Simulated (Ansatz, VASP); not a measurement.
GaF: VASP beside Ansatz

The input INCAR:

```
SYSTEM = GaF
PREC = Accurate
ENCUT = 600
EDIFF = 1E-6
ISMEAR = -1
SIGMA = 0.05
LREAL = .FALSE.
LASPH = .TRUE.
NELM = 120
ALGO = Normal
ISIF = 2
LWAVE = .FALSE.
LCHARG = .TRUE.
GGA = PE
LELF = .TRUE.
LVHAR = .TRUE.
NBANDS = 17
GGA_COMPAT = .FALSE.
```

Contents of KPOINTS:

```
Automatic mesh
0
G
  9 9 9
  0 0 0
```

POSCAR

```
GaF
1.0
    0.0000000000      2.6108715410      2.6108715410
    2.6108715410      0.0000000000      2.6108715410
    2.6108715410      2.6108715410      0.0000000000
Ga F
1 1
Direct
    0.2500000000      0.2500000000      0.2500000000
    0.0000000000      0.0000000000      0.0000000000
```

The input input.yaml:

```yaml
crystal:
  lattice:
    - [0.0, 2.610871541, 2.610871541]
    - [2.610871541, 0.0, 2.610871541]
    - [2.610871541, 2.610871541, 0.0]
  atoms:
    - { symbol: Ga, position: [0.25, 0.25, 0.25] }
    - { symbol: F, position: [0.0, 0.0, 0.0] }
kpoints:
  mp_grid: { grid: [9, 9, 9] }
scf:
  occupations: { method: fermi_dirac, width: 0.05 }
hamiltonian:
  xc: pbe
  pseudopotentials: { kind: all_electron, lapw: { basis_error: 0.0005 } }
output:
  forces: true
  stress: true
  eigenvalues: true
```

Change from the starting cell: volume scaled by 1.04.

Alike in both runs: task single point; functional PBE; k mesh 9 × 9 × 9; occupations fermi-dirac, width 0.05 eV; no spin polarisation.

|  | VASP | Ansatz |
| --- | --- | --- |
| version | VASP 6.6.1 | Ansatz 0.2.0 |
| potentials or method | VASP PAW PBE potentials, release 64 (Ga_d, F), cutoff 600 eV | all-electron LAPW, scalar-relativistic |

|  | VASP | Ansatz | Ansatz less VASP |
| --- | --- | --- | --- |
| gap on the k mesh at the Fermi level (eV) | 1.23 | 1.23 | +0.001 |
| least direct gap on the mesh (eV) | 1.23 | 1.23 | +0.001 |
| pressure (GPa) | 11.6 | 11.6 | +0.07 |

Ansatz ran all-electron here, and VASP with PAW potentials.
